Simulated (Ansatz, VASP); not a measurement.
Bi: VASP beside Ansatz

Contents of INCAR:

```
PREC = Accurate
ENCUT = 520
EDIFF = 1E-7
ISMEAR = -1
SIGMA = 0.05
LREAL = False
LASPH = True
NELM = 60
ALGO = Fast
ISIF = 2
LWAVE = False
LCHARG = False
GGA = PS
NBANDS = 38
```

The input KPOINTS:

```
regular mesh
0
Gamma
  6 6 4
```

File POSCAR:

```
Bi
1.0
    4.6892634948      0.0000000000      0.0000000000
    0.0000000000      4.5563655369      0.0000000000
   -0.3482647380      0.0000000000      6.5550748079
Bi
4
Direct
    0.2513749200      0.2500000000      0.7487333800
    0.7486250800      0.7500000000      0.2512666200
    0.2498876900      0.2500000000      0.2488803300
    0.7501123100      0.7500000000      0.7511196700
```

File input.yaml:

```yaml
crystal:
  lattice:
    - [4.6892634948, 0.0, 0.0]
    - [0.0, 4.5563655369, 0.0]
    - [-0.348264738, 0.0, 6.5550748079]
  atoms:
    - { symbol: Bi, position: [0.25137492, 0.25, 0.74873338] }
    - { symbol: Bi, position: [0.74862508, 0.75, 0.25126662] }
    - { symbol: Bi, position: [0.24988769, 0.25, 0.24888033] }
    - { symbol: Bi, position: [0.75011231, 0.75, 0.75111967] }
hamiltonian:
  xc: pbesol
  pseudopotentials: { kind: paw }
kpoints:
  mp_grid: { grid: [6, 6, 4] }
scf:
  occupations: { method: fermi_dirac, width: 0.05 }
output:
  forces: true
  stress: true
  eigenvalues: true
```

Alike in both runs: task single point; functional PBEsol; k mesh 6 × 6 × 4; occupations fermi-dirac, width 0.05 eV; no spin polarisation.

```csv
,VASP,Ansatz
version,VASP 6.6.1,Ansatz 0.2.0
potentials or method,"VASP PAW PBE potentials, release 64 (Bi_d)",Ansatz PAW
plane-wave cutoff (eV),520,420
valence electrons in the cell,60,60
```

```tsv
	VASP	Ansatz	Ansatz less VASP
gap on the k mesh at the Fermi level (eV)	none	none	-
pressure (GPa)	-2.3	-2.3	+0.07
traceless stress, the component that is largest in VASP (GPa)	0.86	0.85	-0.002
```

VASP's potentials were made for PBE, not for PBEsol. A gap of «none» marks a metal or a gap that the smearing closes.

Neither program's run includes spin-orbit coupling.
